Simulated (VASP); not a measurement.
# LiF: single point with LDA

The system is LiF.

```
CELL_PARAMETERS angstrom
3.03009 0.00000 0.00000
-1.51505 2.62414 0.00000
0.00000 0.00000 4.65902
ATOMIC_POSITIONS crystal
Li 0.33333 0.66667 0.38398
Li 0.66667 0.33333 0.88398
F 0.33333 0.66667 0.99102
F 0.66667 0.33333 0.49102
```

| Quantity | Value |
| --- | --- |
| Program | VASP 6.6.1 |
| Task | single point |
| Functional | LDA |
| Potentials or basis | VASP PAW LDA potentials, release 64 (Li_sv, F) |
| Cutoff | 520 eV |
| k mesh | 9 × 9 × 6 |
| Occupations | gaussian, width 0.05 eV |
| Spin | no spin polarisation |
| Dipole correction | no |
| Further INCAR settings | ALGO = Normal; EDIFF = 1e-07; NBANDS = 18 |

The band gap on the k mesh is 7.82 eV.

Levels at points of the mesh, in eV from the valence-band top:
| k point | band 6 | band 7 | band 8 | band 9 | band 10 | band 11 | band 12 | band 13 | band 14 | band 15 |
| --- | --- | --- | --- | --- | --- | --- | --- | --- | --- | --- |
| (0.00, 0.00, 0.00) | -0.63 | -0.63 | -0.24 | -0.24 | 0.00 | 7.82 | 12.23 | 15.69 | 18.40 | 18.40 |
| (0.00, 0.00, 0.50) | -1.33 | -0.43 | -0.43 | -0.43 | -0.43 | 9.58 | 9.58 | 17.90 | 17.90 | 18.69 |

Wall time 22 s on 1 thread of Intel Xeon 8259CL, with other jobs on the host, peak memory 0.15 GiB.

 A k mesh can miss the band edges.
